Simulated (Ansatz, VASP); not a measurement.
# SrTiO3 in VASP and in Ansatz

Contents of INCAR:

```
SYSTEM = SrTiO3
  ALGO = Normal
  EDIFF = 1E-6
  ENCUT = 520
  GGA = PE
  ISIF = 2
  ISMEAR = 0
  LASPH = .TRUE.
  LCHARG = .TRUE.
  LELF = .TRUE.
  LREAL = .FALSE.
  LVHAR = .TRUE.
  LWAVE = .FALSE.
  NBANDS = 28
  NELM = 100
  PREC = Accurate
  SIGMA = 0.05
```

File KPOINTS:

```
k-points
0
G
  8 8 8
  0 0 0
```

Contents of POSCAR:

```
SrTiO3
1.0
    3.9364094381      0.0000000000      0.0000000000
    0.0000000000      3.9364094381      0.0000000000
    0.0000000000      0.0000000000      3.9364094381
Sr Ti O
1 1 3
Direct
   -0.0565350875      0.0000000000      0.0000000000
    0.5892977354      0.5000000000      0.5000000000
    0.0010229997      0.5000000000      0.5000000000
    0.5207145038      0.0000000000      0.5000000000
    0.5207145038      0.5000000000      0.0000000000
```

Input for Ansatz:

```yaml
crystal:
  lattice:
    - [3.9364094381, 0.0, 0.0]
    - [0.0, 3.9364094381, 0.0]
    - [0.0, 0.0, 3.9364094381]
  atoms:
    - { symbol: Sr, position: [-0.0565350875, 0.0, 0.0] }
    - { symbol: Ti, position: [0.5892977354, 0.5, 0.5] }
    - { symbol: O, position: [0.0010229997, 0.5, 0.5] }
    - { symbol: O, position: [0.5207145038, 0.0, 0.5] }
    - { symbol: O, position: [0.5207145038, 0.5, 0.0] }
basis:
  ecutwfc: 520.0
kpoints:
  mp_grid: { grid: [8, 8, 8] }
hamiltonian:
  xc: pbe
  pseudopotentials: { kind: paw, azcp: { folder: soft_1 } }
scf:
  occupations: { method: gaussian, width: 0.05 }
output:
  forces: true
  stress: true
  eigenvalues: true
  write_density: true
  write_potential: true
  elf: true
  volumetric_format: npy
```

Change from the starting cell: mode 1 frozen in at -0.096 Å and mode 7 at -0.288 Å (largest displacements).

Alike in both runs: task single point; functional PBE; k mesh 8 × 8 × 8; occupations gaussian, width 0.05 eV; no spin polarisation.

```csv
,VASP,Ansatz
version,VASP 6.6.1,Ansatz 0.2.0
potentials or method,"VASP PAW PBE potentials, release 64 (Sr_sv, Ti_sv, O), cutoff 520 eV","scalar-relativistic, plane waves, PAW"
valence electrons in the cell,40,40
```

Ansatz gave:

| Property | Result |
| --- | --- |
| gap on the k mesh at the Fermi level (eV) | 1.98 |
| least direct gap on the mesh (eV) | 2.58 |
| pressure (GPa) | 12.9 |
| traceless stress, the component that is largest in VASP (GPa) | 13.07 |
| rms of the force components (eV/Å) | 2.215 |

Q: What did VASP give for the same quantities?

A: gap on the k mesh at the Fermi level (eV): 1.94; least direct gap on the mesh (eV): 2.55; pressure (GPa): 13.7; traceless stress, the component that is largest in VASP (GPa): 13.67; rms of the force components (eV/Å): 2.326.

Atom by atom the forces differ by 0.113 eV/Å (rms over components).
